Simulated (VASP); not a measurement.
Set up this calculation in VASP 6.6.1, as the native input.

```
Task                   : single point
Functional             : r2SCAN
Potentials or basis    : VASP PAW PBE potentials, release 64 (B, N)
Cutoff                 : 580 eV
k mesh                 : 6 × 6 × 3
Occupations            : gaussian, width 0.1 eV
Spin                   : no spin polarisation
Dipole correction      : no
Further INCAR settings : ALGO = Normal; EDIFF = 1e-06; NBANDS = 16
```

The system is BN, a slab with vacuum.

```
CELL_PARAMETERS angstrom
2.53600 0.00000 0.00000
-1.26800 2.19624 0.00000
0.00000 0.00000 9.19900
ATOMIC_POSITIONS crystal
B 0.66667 0.33333 0.00000
B 0.33333 0.66667 0.22823
N 0.66667 0.33333 0.17117
N 0.33333 0.66667 0.39940
```

These files were run (other wordings do the same):

POSCAR

```
BN
1.0
    2.5360000000      0.0000000000      0.0000000000
   -1.2680000000      2.1962400000      0.0000000000
    0.0000000000      0.0000000000      9.1990000000
B N
2 2
Direct
    0.6666666667      0.3333333333      0.0000000000
    0.3333333333      0.6666666667      0.2282313295
    0.6666666667      0.3333333333      0.1711734971
    0.3333333333      0.6666666667      0.3994048266
```

INCAR.step1

```
  PREC = Accurate
  ENCUT = 580
  ISMEAR = 0
  SIGMA = 0.1
  LREAL = False
  LASPH = True
  NELM = 120
  NBANDS = 16
  GGA = PE
  ALGO = Normal
  EDIFF = 1E-5
  LWAVE = True
  LCHARG = False
  GGA_COMPAT = False
  NELMDL = -8
```

INCAR.step2

```
  PREC = Accurate
  ENCUT = 580
  EDIFF = 1E-6
  ISMEAR = 0
  SIGMA = 0.1
  LREAL = False
  LASPH = True
  NELM = 120
  ALGO = Normal
  ISIF = 2
  LWAVE = False
  LCHARG = False
  METAGGA = R2SCAN
  LMIXTAU = True
  NBANDS = 16
  ISTART = 1
  GGA_COMPAT = False
```

KPOINTS

```
regular mesh
0
Gamma
  6 6 3
```

Potentials or basis: VASP PAW PBE potentials, release 64 (B, N).

Command:

```sh
$ cat potpaw_PBE.64/B/POTCAR potpaw_PBE.64/N/POTCAR > POTCAR
$ cp INCAR.step1 INCAR
$ mpirun -np 1 vasp_std > vasp.out
$ cp INCAR.step2 INCAR
$ mpirun -np 1 vasp_std > vasp.out
```

Results of the run:

```
Largest force          : 2.058 eV/Å
Band gap on the k mesh : zero (bands 8 and 9 overlap by 2.34 eV)
```

Caveat: the k points lie up to 0.48 Å⁻¹ apart, too coarse for converged energies and pressures of a metal; the PAW data sets were made with another functional, which shifts forces and pressure a little.

Run time: 38 s on 1 thread of Intel(R) Xeon(R) 6975P-C (Granite Rapids), with other jobs on the host, peak memory 0.17 GiB.
